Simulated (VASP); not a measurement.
# C11O: single point with PBE+D3(BJ)

The system is C11O, a slab with vacuum.

```
C O
1.0
     3.64732    0.00000    0.00000
    -1.66588    3.93102    0.00000
     0.00000    0.00000   23.18096
C O
11 1
Cartesian
  1.2689 1.3106 4.0000
  0.7125 2.6204 4.0000
  0.4360 3.2761 5.2325
  1.5455 0.6549 5.2325
  1.2651 1.3181 6.4645
  0.7163 2.6129 6.4645
  0.4304 3.2889 7.7020
  1.5511 0.6421 7.7020
  1.2324 1.3933 8.8310
  0.7491 2.5377 8.8310
  3.9678 1.3933 12.6810
  3.9678 1.3933 11.5310
```

```
Program                : VASP 6.6.1
Task                   : single point
Functional             : PBE
Dispersion             : D3(BJ)
Potentials or basis    : VASP PAW PBE potentials, release 64 (C, O)
Cutoff                 : 520 eV
k mesh                 : 8 × 7 × 1
Occupations            : gaussian, width 0.05 eV
Spin                   : no spin polarisation
Dipole correction      : yes
Further INCAR settings : ALGO = Normal; EDIFF = 1e-06; NBANDS = 37
```

The largest force is 6.775 eV/Å, the band gap on the k mesh is zero (bands 25 and 26 overlap by 0.74 eV) and the dispersion energy per atom is -0.108 eV.

Forces in eV/Å, atoms in the order of the input:
```
C   -2.624  6.143  1.135
C    2.626 -6.141  1.135
C   -0.162  0.377 -1.176
C    0.158 -0.383 -1.176
C   -0.001 -0.003 -0.005
C   -0.013  0.010 -0.009
C    0.022 -0.012 -0.010
C    0.009 -0.008  0.015
C    0.098 -0.030 -0.180
C    0.001  0.134 -0.079
C    0.015  0.009 -0.663
O   -0.127 -0.095  1.013
```

Levels at points of the mesh, in eV from the Fermi level:
```
           k point  band 21  band 22  band 23  band 24  band 25  band 26  band 27  band 28  band 29  band 30
(0.00, 0.00, 0.00)    -1.96    -1.45    -1.38    -1.32     0.63     0.69     1.27     1.75     2.22     3.32
(0.50, 0.00, 0.00)    -2.72    -1.69    -1.07    -0.75     0.09     1.12     1.30     1.94     2.06     2.42
```

Wall time 5 min on 1 thread of Intel(R) Xeon(R) 6975P-C (Granite Rapids) (shared host), peak memory 0.55 GiB.
